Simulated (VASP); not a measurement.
A run of VASP 6.6.1:

The input INCAR:

```
PREC = Accurate
ENCUT = 520
EDIFF = 1E-6
ISMEAR = 0
SIGMA = 0.5
LREAL = F
LASPH = T
NELM = 80
ALGO = Fast
ISIF = 2
LWAVE = F
LCHARG = F
GGA = PS
NBANDS = 40
```

KPOINTS

```
regular mesh
0
Gamma
  12 12 6
```

POSCAR

```
In2Sb
1.0
    5.3799042018      0.0000000000      0.0000000000
   -2.6899521009      4.6591337087      0.0000000000
    0.0000000000      0.0000000000      6.7225520000
In Sb
4 2
Direct
    0.6666666667      0.3333333333      0.2500000000
    0.3333333333      0.6666666667      0.7500000000
    0.0000000000      0.0000000000      0.5000000000
    0.0000000000      0.0000000000      0.0000000000
    0.6666666667      0.3333333333      0.7500000000
    0.3333333333      0.6666666667      0.2500000000
```

Potentials or basis: VASP PAW PBE potentials, release 64 (In_d, Sb).

Command:

```console
$ cat potpaw_PBE.64/In_d/POTCAR potpaw_PBE.64/Sb/POTCAR > POTCAR
$ mpirun -np 1 vasp_std > vasp.out
```

Hardware: 1 thread of Intel(R) Xeon(R) 6975P-C (Granite Rapids), with other jobs on the host.

How long does it take, and how much memory?

Wall time 4.9 min on 1 thread of Intel(R) Xeon(R) 6975P-C (Granite Rapids), on a shared host, peak memory 0.54 GiB. Counts: scf iterations 15, k points 76.
